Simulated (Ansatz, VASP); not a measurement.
## MgC2: VASP beside Ansatz

```xyz
3
Lattice="3.0864 0.0000 0.0000 -1.5432 2.6729 0.0000 0.0000 0.0000 5.5853" Properties=species:S:1:pos:R:3 pbc="T T T"
Mg    0.0000    0.0000    2.7926
C     0.0000    0.0000    0.9245
C     0.0000    0.0000    4.6607
```

Alike in both runs: task relaxation of cell and atoms; functional PBE; k mesh 6 × 6 × 4; occupations gaussian, width 0.1 eV; no spin polarisation.

|  | VASP | Ansatz |
| --- | --- | --- |
| version | VASP 6.6.1 | Ansatz 0.2.0 |
| potentials or method | VASP PAW PBE potentials, release 64 (Mg, C), cutoff 600 eV | scalar-relativistic, plane waves, PAW |
| valence electrons in the cell | 10 | 18 |

Ansatz gave:

* gap on the k mesh at the Fermi level, each at its own relaxed structure (eV): 3.48
* relaxed volume (Å³/atom): 46.37
* relaxed cell length with the largest relative difference (Å): 5.520

Problem. Which values does VASP return?

Solution. gap on the k mesh at the Fermi level, each at its own relaxed structure (eV): 2.04; relaxed volume (Å³/atom): 27.60; relaxed cell length with the largest relative difference (Å): 4.270.

One of these differences is far larger than is usual between the two programs; its cause wasn't traced. VASP's potentials hold 10 valence electrons a cell and Ansatz's 18, so a difference there can come from the potentials and not from the codes.

Noted on VASP's run: the volume moved by over 15 % at a fixed basis, so the end points are rough.
